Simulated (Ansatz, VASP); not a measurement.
# SnGe2: VASP beside Ansatz

```xyz
3
Lattice="3.2022 0.0000 0.0000 -1.6011 2.7732 0.0000 0.0000 0.0000 7.8764" Properties=species:S:1:pos:R:3 pbc="T T T"
Sn    0.0000    0.0000    0.0000
Ge    0.0000    1.8488    4.9850
Ge    1.6011    0.9244    2.8914
```

Alike in both runs: functional PBE; k mesh 6 × 6 × 2; occupations gaussian, width 0.1 eV; no spin polarisation.

Ansatz relaxed the structure, and its values are those at the end. VASP's run is a single point on that final structure, the one shown.

```csv
,VASP,Ansatz
version,VASP 6.6.1,Ansatz 0.2.0
potentials or method,"VASP PAW PBE potentials, release 64 (Sn_d, Ge_d), cutoff 520 eV","scalar-relativistic, plane waves, PAW"
valence electrons in the cell,42,42
```

Ansatz gave:

```
gap on the k mesh at the Fermi level (eV) : none
pressure (GPa)                            : -0.2
rms of the force components (eV/Å)        : 0.003
```

Q: What did VASP give for the same quantities?

A: gap on the k mesh at the Fermi level (eV): none; pressure (GPa): -0.2; rms of the force components (eV/Å): 0.007.

A gap of «none» marks a metal or a gap that the smearing closes. With one functional, cell and mesh, what is left measures potentials, basis and numerics.

The k mesh is coarse, so the values compare programs but aren't converged.
